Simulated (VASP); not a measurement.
Write the native input for VASP 6.6.1 that does the following.

- Task: single point
- Functional: PBEsol
- Potentials or basis: VASP PAW PBE potentials, release 64 (Se)
- Cutoff: 520 eV
- k mesh: 18 × 18 × 18
- Occupations: gaussian, width 0.05 eV
- Spin: no spin polarisation
- Dipole correction: no
- Further INCAR settings: ALGO = Normal; EDIFF = 1e-07; NBANDS = 9

The structure of Se lies in POSCAR:

```
Se
1.0
   -1.6644361362      1.6644361362      1.6644361362
    1.6644361362     -1.6644361362      1.6644361362
    1.6644361362      1.6644361362     -1.6644361362
Se
1
Direct
    0.0000000000      0.0000000000      0.0000000000
```

This isn't the form of Se at room conditions, which is trigonal, of chains.

The input as run:

INCAR

```
SYSTEM = Se
ALGO = Normal ; EDIFF = 1E-7
ENCUT = 520 ; GGA = PS
ISIF = 2 ; ISMEAR = 0
LASPH = .True. ; LCHARG = .False.
LREAL = .False. ; LWAVE = .False.
NBANDS = 9 ; NELM = 60
PREC = Accurate ; SIGMA = 0.05
```

KPOINTS

```
k-points
0
Gamma
  18 18 18
  0 0 0
```

Potentials or basis: VASP PAW PBE potentials, release 64 (Se).

Run with:

```bash
$ cat potpaw_PBE.64/Se/POTCAR > POTCAR
$ mpirun -np 1 vasp_std > vasp.out
```

It gave:

The pressure is 4.1 GPa and the band gap on the k mesh is zero (bands 3 and 4 overlap by 7.12 eV).

Caveat: the cell stands under pressure; the PAW data sets were made with another functional, which shifts forces and pressure a little.

Run time: 8 s on 1 thread of Intel(R) Xeon(R) 6975P-C (Granite Rapids), with other jobs on the host, peak memory 0.16 GiB.
